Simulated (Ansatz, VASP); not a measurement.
P in VASP and in Ansatz

```
CELL_PARAMETERS angstrom
2.42469 0.00000 0.00000
0.00000 2.43854 0.00000
-0.02031 0.00000 4.85243
ATOMIC_POSITIONS crystal
P 0.00000 0.00000 0.74943
P 0.00000 0.00000 0.25057
```

Alike in both runs: functional LDA; k mesh 6 × 6 × 3; occupations fermi-dirac, width 0.05 eV; no spin polarisation.

|  | VASP | Ansatz |
| --- | --- | --- |
| version | VASP 6.6.1 | Ansatz 0.2.0 |
| potentials or method | VASP PAW LDA potentials, release 64 (P) | Ansatz PAW |
| plane-wave cutoff (eV) | 520 | 420 |
| valence electrons in the cell | 10 | 10 |
| task | single point | projected density of states |

|  | VASP | Ansatz | Ansatz less VASP |
| --- | --- | --- | --- |
| gap on the k mesh at the Fermi level (eV) | none | none | - |
| pressure (GPa) | -2.9 | -2.8 | +0.14 |
| traceless stress, the component that is largest in VASP (GPa) | 0.34 | 0.32 | -0.016 |
| rms of the force components (eV/Å) | 0.012 | 0.012 | +0.0005 |

LDA's correlation is that of Perdew and Zunger in VASP and of Perdew and Wang (1992) in Ansatz. Atom by atom the forces differ by 0.000 eV/Å (rms over components). A gap of «none» marks a metal or a gap that the smearing closes.

The k mesh is coarse, so the values compare programs but aren't converged.
